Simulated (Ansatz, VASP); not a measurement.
# Two plane-wave programs on In3As

```
CELL_PARAMETERS angstrom
5.07741 0.00000 -0.59612
0.00000 8.91576 0.00000
-2.24209 0.00000 2.84072
ATOMIC_POSITIONS crystal
In 0.50000 0.79381 0.00000
In 0.50000 0.20619 0.00000
In 0.00000 0.00000 0.00000
As 0.50000 0.50000 0.00000
```

Alike in both runs: functional PBE; k mesh 4 × 4 × 4; occupations gaussian, width 0.1 eV; no spin polarisation.

Ansatz relaxed the structure, and its values are those at the end. VASP's run is a single point on that final structure, the one shown.

|  | VASP | Ansatz |
| --- | --- | --- |
| version | VASP 6.6.1 | Ansatz 0.2.0 |
| potentials or method | VASP PAW PBE potentials, release 64 (In_d, As), cutoff 520 eV | scalar-relativistic, plane waves, PAW |
| valence electrons in the cell | 44 | 54 |

Ansatz gave:

- gap on the k mesh at the Fermi level (eV): none
- pressure (GPa): 0.1
- rms of the force components (eV/Å): 0.004

Estimate VASP's values.

gap on the k mesh at the Fermi level (eV): none; pressure (GPa): 0.1; rms of the force components (eV/Å): 0.002.

A gap of «none» marks a metal or a gap that the smearing closes. The functional is the same, so the differences come from potentials, cutoffs and numerics. VASP's potentials hold 44 valence electrons a cell and Ansatz's 54, so a difference there can come from the potentials and not from the codes.

The k mesh is coarse, so the values compare programs but aren't converged.
